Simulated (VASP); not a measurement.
## Sb: electric field gradients with revPBE

Crystal: Sb.

```
Sb
1.0
     2.15060    1.24165    3.74400
    -2.15060    1.24165    3.74400
     0.00000   -2.48330    3.74400
Sb
2
Direct
  0.23364 0.23364 0.23364
  0.76636 0.76636 0.76636
```

```yaml
Program: VASP 6.6.1
Task: electric field gradients
Functional: revPBE
Potentials_or_basis: VASP PAW PBE potentials, release 64 (Sb)
Cutoff: 520 eV
k_mesh: 9 × 9 × 9
Occupations: fermi-dirac, width 0.025 eV
Spin: no spin polarisation
Dipole_correction: no
Further_INCAR_settings: ALGO = Normal; EDIFF = 1e-08; NBANDS = 12; ISYM = 0
```

```
Pressure                                : 4.2 GPa
Largest force                           : 0.260 eV/Å
Largest electric field gradient by atom : Sb -47.4 V/Å²
```

Forces in eV/Å, atoms in the order of the input:
```
Sb   0.000  0.000  0.260
Sb   0.000  0.000 -0.260
```

Stress tensor (GPa, compression positive):
```
4.35 0.00 0.00
0.00 4.35 0.00
0.00 0.00 3.80
```

Levels at points of the mesh, in eV from the Fermi level:
```
           k point  band 3  band 4  band 5  band 6  band 7  band 8
(0.00, 0.00, 0.00)   -2.08   -1.83   -1.83    2.08    2.71    2.71
```

Electric field gradients, principal values (V/Å²):
| atom | least | middle | greatest (by size) |
| --- | --- | --- | --- |
| 1 Sb | 23.721 | 23.721 | -47.441 |
| 2 Sb | 23.721 | 23.721 | -47.441 |

Wall time 4.3 min on 1 thread of Intel(R) Xeon(R) Platinum 8488C (Sapphire Rapids) (shared host), peak memory 0.36 GiB.

Caveat: the cell stands under pressure; without QUAD_EFG the Cq values of the log hold for a quadrupole moment of 1 mb, not for the nuclei; the PAW data sets were made with another functional, which shifts forces and pressure a little; spin-orbit coupling is left out, which moves the levels of the heavy elements.
